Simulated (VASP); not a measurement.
Wanted: the native input for a VASP 6.6.1 run.

```yaml
Task: single point
Functional: PBE
Potentials_or_basis: VASP PAW PBE potentials, release 64 (Zn, Cd, Se, S)
Cutoff: 520 eV
k_mesh: 12 × 12 × 4
Occupations: gaussian, width 0.1 eV
Spin: no spin polarisation
Dipole_correction: no
Further_INCAR_settings: ALGO = Normal; EDIFF = 1e-06; NBANDS = 36
```

The structure of ZnCd2Se2S lies in POSCAR:

```
ZnCd2Se2S
1.0
    4.9779200369      0.0000000000      0.0000000000
   -2.4889600184      4.3110052099      0.0000000000
    0.0000000000      0.0000000000     10.0812774926
Zn Cd Se S
1 2 2 1
Direct
    0.0000000000      0.0000000000      0.5000000000
    0.0000000000      0.0000000000      0.2452378475
    0.0000000000      0.0000000000      0.7547621525
    0.3333333333      0.6666666667      0.0000000000
    0.6666666667      0.3333333333      0.0000000000
    0.0000000000      0.0000000000      0.0000000000
```

The cell was generated, and may not be a known phase.

These files were run (other wordings do the same):

INCAR

```
PREC     = Accurate       # precision mode
ENCUT    = 520            # plane-wave cutoff, eV
EDIFF    = 1E-6           # SCF threshold, eV
ISMEAR   = 0              # smearing method
SIGMA    = 0.1            # smearing width, eV
LREAL    = False          # projectors in reciprocal space
LASPH    = True           # aspherical terms in the spheres
NELM     = 60             # most SCF steps
ALGO     = Normal         # electronic algorithm
ISIF     = 2              # what is computed and relaxed
LWAVE    = False          # write WAVECAR
LCHARG   = False          # write CHGCAR
GGA      = PE             # functional
NBANDS   = 36             # bands
```

KPOINTS

```
Automatic mesh
0
Gamma
  12 12 4
```

Potentials or basis: VASP PAW PBE potentials, release 64 (Zn, Cd, Se, S).

The run is started by

```sh
$ cat potpaw_PBE.64/Zn/POTCAR potpaw_PBE.64/Cd/POTCAR potpaw_PBE.64/Se/POTCAR potpaw_PBE.64/S/POTCAR > POTCAR
$ mpirun -np 1 vasp_std > vasp.out
```

It gave:

- Pressure: 0.1 GPa
- Largest force: 0.022 eV/Å
- Band gap on the k mesh: zero (bands 27 and 28 overlap by 1.05 eV)

Wall time 7.7 min on 1 thread of Intel(R) Xeon(R) Platinum 8488C (Sapphire Rapids), on a shared host, peak memory 0.66 GiB.
